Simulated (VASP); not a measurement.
# HfB (Fm-3m) in VASP: further runs

Runs on HfB. Level: PBEsol. Tasks: single point.

Program: VASP 6.6.1. These are calculated values, not measurements. Logs are shortened: lines on timing, memory, paths and dates and some standing lists are left out, and cuts for length are marked.

## 1. The cell of the first run

It takes space group Fm-3m (No. 225, cubic). Conventional cell: a = 4.788 Å, b = 4.788 Å, c = 4.788 Å, α = 90.00°, β = 90.00°, γ = 90.00°. Hf (site symmetry m-3m) has 6 B at 2.39 Å within 3.2 Å. B (site symmetry m-3m) has 6 Hf at 2.39 Å within 3.2 Å.

## 2. Single point, PBEsol

Input file INCAR:

```
PREC = Accurate ; ENCUT = 520
EDIFF = 1E-6 ; ISMEAR = 0
SIGMA = 0.1 ; LREAL = False
LASPH = True ; NELM = 100
ALGO = Normal ; ISIF = 2
LWAVE = False ; LCHARG = True
GGA = PS ; LELF = True
LVHAR = True ; NBANDS = 14
```

Input file KPOINTS:

```
regular mesh
0
Gamma
  16 16 16
```

Input file POSCAR:

```
HfB
1.0
    0.0000000000      2.3939477051      2.3939477051
    2.3939477051      0.0000000000      2.3939477051
    2.3939477051      2.3939477051      0.0000000000
Hf B
1 1
Direct
    0.5000000000      0.5000000000      0.5000000000
    0.0000000000      0.0000000000      0.0000000000
```

Potentials or basis: VASP PAW PBE potentials, release 64 (Hf_pv, B).

Run with:

```console
$ cat potpaw_PBE.64/Hf_pv/POTCAR potpaw_PBE.64/B/POTCAR > POTCAR
$ mpirun -np 1 vasp_std > vasp.out
```

OUTCAR:

```text
PREC = Accurate
   ENCUT = 520
   EDIFF = 1E-6
   ISMEAR = 0
   LREAL = False
   LASPH = True
   NELM = 100
   ISIF = 2
   GGA = PS

 ion  position               nearest neighbor table
   1  0.500  0.500  0.500-   2 2.39   2 2.39   2 2.39   2 2.39   2 2.39   2 2.39
   2  0.000  0.000  0.000-   1 2.39   1 2.39   1 2.39   1 2.39   1 2.39   1 2.39

  LATTYP: Found a face centered cubic cell.
 ALAT       =     4.7878954102

  Lattice vectors:

 A1 = (   0.0000000000,   2.3939477051,   2.3939477051)
 A2 = (   2.3939477051,   0.0000000000,   2.3939477051)
 A3 = (   2.3939477051,   2.3939477051,   0.0000000000)

Analysis of symmetry for initial positions (statically):
=====================================================================
 Subroutine PRICEL returns:
 Original cell was already a primitive cell.

 Routine SETGRP: Setting up the symmetry group for a
 face centered cubic supercell.

 Subroutine GETGRP returns: Found 48 space group operations
 (whereof 48 operations were pure point group operations)
 out of a pool of 48 trial point group operations.

The static configuration has the point symmetry O_h .

Analysis of symmetry for dynamics (positions and initial velocities):
=====================================================================
 Subroutine PRICEL returns:
 Original cell was already a primitive cell.

 Routine SETGRP: Setting up the symmetry group for a
 face centered cubic supercell.

 Subroutine GETGRP returns: Found 48 space group operations
 (whereof 48 operations were pure point group operations)
 out of a pool of 48 trial point group operations.

The dynamic configuration has the point symmetry O_h .

 Subroutine INISYM returns: Found 48 space group operations
 (whereof 48 operations are pure point group operations),
 and found     1 'primitive' translations

----------------------------------------------------------------------------------------

                                     Primitive cell

  volume of cell :      27.4394

  direct lattice vectors                    reciprocal lattice vectors
     0.000000000  2.393947705  2.393947705    -0.208860034  0.208860034  0.208860034
     2.393947705  0.000000000  2.393947705     0.208860034 -0.208860034  0.208860034
     2.393947705  2.393947705  0.000000000     0.208860034  0.208860034 -0.208860034

  length of vectors
     3.385553312  3.385553312  3.385553312     0.361756191  0.361756191  0.361756191

  position of ions in fractional coordinates (direct lattice)
     0.500000000  0.500000000  0.500000000
     0.000000000  0.000000000  0.000000000

[... 82 lines left out ...]
   ISIF   =      2    stress and relaxation
   ISYM   =      2    0-nonsym 1-usesym 2-fastsym
   POTIM  = 0.5000    time-step for ionic-motion
   TEBEG  =    0.0;   TEEND  =   0.0 temperature during run
   PSTRESS=    0.0 pullay stress
   NELECT =      13.0000    total number of electrons
   NUPDOWN=      -1.0000    fix difference up-down
   EMIN   =  10.00;   EMAX   =-10.00  energy-range for DOS
   EFERMI =   0.00;   METHOD = LEGACY
   ISMEAR =     0;   SIGMA  =   0.10  broadening in eV -4-tet -1-fermi 0-gaus
   EFERMI_NEDOS =   21; number of points for ismear=-14 and -15
   IALGO  =     38    algorithm
   IMIX   =      4    mixing-type and parameters
     AMIX     =   0.40;   BMIX     =  1.00
     AMIX_MAG =   1.60;   BMIX_MAG =  1.00
  volume/ion in A,a.u.               =      13.72        92.58
  Fermi-wavevector in a.u.,A,eV,Ry     =   1.276237  2.411738 22.160905  1.628781
  Thomas-Fermi vector in A             =   2.408904
   LORBIT       =      0    0 simple, 1 ext, 2 COOP (PROOUT), +10 PAW based schemes
   GGA     = PS    functional components
   LHFCALC =     F    Hartree Fock is set to
   AEXX    =    0.0000 exact exchange contribution
   IVDW    =     0    specifies the selected vdW correction
   LEPSILON=     F    determine dielectric tensor
   LRPA    =     F    only Hartree local field effects (RPA)
 non-spin polarized calculation
 Gauss-broadening in eV      SIGMA  =   0.10
  energy-cutoff  :      520.00
  volume of cell :       27.44
 maximum number of plane-waves:       754
 NGX is ok and might be reduce to    28
   NGX = 13   NGY = 13   NGZ = 13

 number of electron      12.9999999 magnetization

 Free energy of the ion-electron system (eV)
  ---------------------------------------------------
  ext. energy  EPLUGINS =         0.00000000
  ---------------------------------------------------
  free energy    TOTEN  =       -18.41148175 eV

  energy without entropy =      -18.40723088  energy(sigma->0) =      -18.40935632

 E-fermi :   4.3322     XC(G=0): -11.9023

 val. band max:        4.2950217280   @ k =   0.3125   0.2500   0.0625
 cond. band min:       4.3336972346   @ k =   0.5000   0.2500   0.0000
 fundamental gap:      0.0386755066
 Fermi energy:         4.3322495161

 k-point     1 :       0.0000    0.0000    0.0000
  band No.  band energies     occupation
      1     -24.4807      2.00000
      2     -24.4807      2.00000
      3     -24.4807      2.00000
      4      -4.8784      2.00000
      5       6.3717      0.00000
      6       6.3717      0.00000
      7       6.3717      0.00000
      8       8.0231      0.00000
      9       8.0231      0.00000
     10       8.0231      0.00000
     11       8.1281      0.00000
     12       8.1281      0.00000
     13      15.5715      0.00000
     14      15.7762      0.00000
[... 377 lines left out ...]
      1     -24.5278      2.00000
      2     -24.4945      2.00000
      3     -24.4826      2.00000
      4      -4.6151      2.00000
      5       5.6847      0.00000
      6       5.7525      0.00000
      7       6.1741      0.00000
      8       6.5217      0.00000
      9       7.5358      0.00000
     10       8.5745      0.00000
     11       9.3887      0.00000
     12      10.3955      0.00000
     13      16.1401      0.00000
     14      16.2349      0.00000

 [... further k-points ...]
[... 5 lines left out ...]
  --------------------------------------------------------------------------------------
  -------------------------------------------------------------------------------------
  Total        0.0486342      0.0486342      0.0486342      0.0000000     -0.0000000     -0.0000000
  in kB        2.8397376      2.8397376      2.8397376      0.0000000     -0.0000000     -0.0000000
  external PRESSURE =       2.8397376 kB  Pullay stress =       0.0000000 kB

 VOLUME and BASIS-vectors are now :
 -----------------------------------------------------------------------------
  energy-cutoff  :      520.00
  volume of cell :       27.44
      direct lattice vectors                 reciprocal lattice vectors
     0.000000000  2.393947705  2.393947705    -0.208860034  0.208860034  0.208860034
     2.393947705  0.000000000  2.393947705     0.208860034 -0.208860034  0.208860034
     2.393947705  2.393947705  0.000000000     0.208860034  0.208860034 -0.208860034

 POSITION                                       TOTAL-FORCE (eV/Angst)
 -----------------------------------------------------------------------------------
      2.39395      2.39395      2.39395        -0.000000      0.000000      0.000000
      0.00000      0.00000      0.00000         0.000000     -0.000000     -0.000000
 -----------------------------------------------------------------------------------
    total drift:                                0.000000      0.000000      0.000000

  FREE ENERGIE OF THE ION-ELECTRON SYSTEM (eV)
  ---------------------------------------------------
  free  energy   TOTEN  =       -18.4114817541 eV

  energy  without entropy=      -18.4072308812  energy(sigma->0) =      -18.40935632
```

It took 50 s on 1 thread of Intel Xeon Platinum 8375C at 2.90GHz (Ice Lake), shared host; peak memory 0.2 GiB.

What came out:

```
Free energy : -18.4115 eV
Pressure    : 0.3 GPa
```

Levels at points of the mesh, in eV from the Fermi level:
```csv
k point,band 5,band 6,band 7,band 8,band 9,band 10
"(0.00, 0.00, 0.00)",2.04,2.04,2.04,3.69,3.69,3.69
"(0.50, 0.00, 0.00)",-4.35,-1.19,-1.19,5.80,5.80,6.67
"(0.50, 0.50, 0.00)",-1.18,-0.88,2.05,2.05,5.55,6.98
```

Caveat: the PAW data sets were made with another functional, which shifts forces and pressure a little; spin-orbit coupling is left out, which moves the levels of the heavy elements.

## 3. Single point, PBEsol (volume scaled by 1.03)

Input file INCAR:

```
ALGO = Normal ; EDIFF = 1E-6
ENCUT = 520 ; GGA = PS
ISIF = 2 ; ISMEAR = 0
LASPH = True ; LCHARG = False
LREAL = False ; LWAVE = False
NBANDS = 14 ; NELM = 100
PREC = Accurate ; SIGMA = 0.1
```

Input file KPOINTS:

```
k-points
0
Gamma
  16 16 16
```

Input file POSCAR:

```
HfB
1.0
    0.0000000000      2.4176516992      2.4176516992
    2.4176516992      0.0000000000      2.4176516992
    2.4176516992      2.4176516992      0.0000000000
Hf B
1 1
Direct
    0.5000000000      0.5000000000      0.5000000000
    0.0000000000      0.0000000000      0.0000000000
```

Potentials or basis: VASP PAW PBE potentials, release 64 (Hf_pv, B).

Run with:

```console
$ cat potpaw_PBE.64/Hf_pv/POTCAR potpaw_PBE.64/B/POTCAR > POTCAR
$ mpirun -np 1 vasp_std > vasp.out
```

It took 43 s on 1 thread of Intel Xeon Platinum 8375C at 2.90GHz (Ice Lake), shared host; peak memory 0.19 GiB.

The run converged. Its results:

| Quantity | Value |
| --- | --- |
| Free energy | -18.3999 eV |
| Pressure | -4.9 GPa |

Levels at points of the mesh, in eV from the Fermi level:
```tsv
k point	band 3	band 4	band 5	band 6	band 7	band 8	band 9	band 10	band 11	band 12
(0.00, 0.00, 0.00)	-28.97	-9.11	2.00	2.00	2.00	3.61	3.61	3.61	3.69	3.69
(0.50, 0.00, 0.00)	-29.02	-4.63	-4.42	-1.15	-1.15	5.62	5.62	6.44	7.70	12.65
(0.50, 0.50, 0.00)	-29.13	-6.33	-1.24	-0.82	1.96	1.96	5.37	6.74	6.74	7.63
```

Caveat: the PAW data sets were made with another functional, which shifts forces and pressure a little; spin-orbit coupling is left out, which moves the levels of the heavy elements.
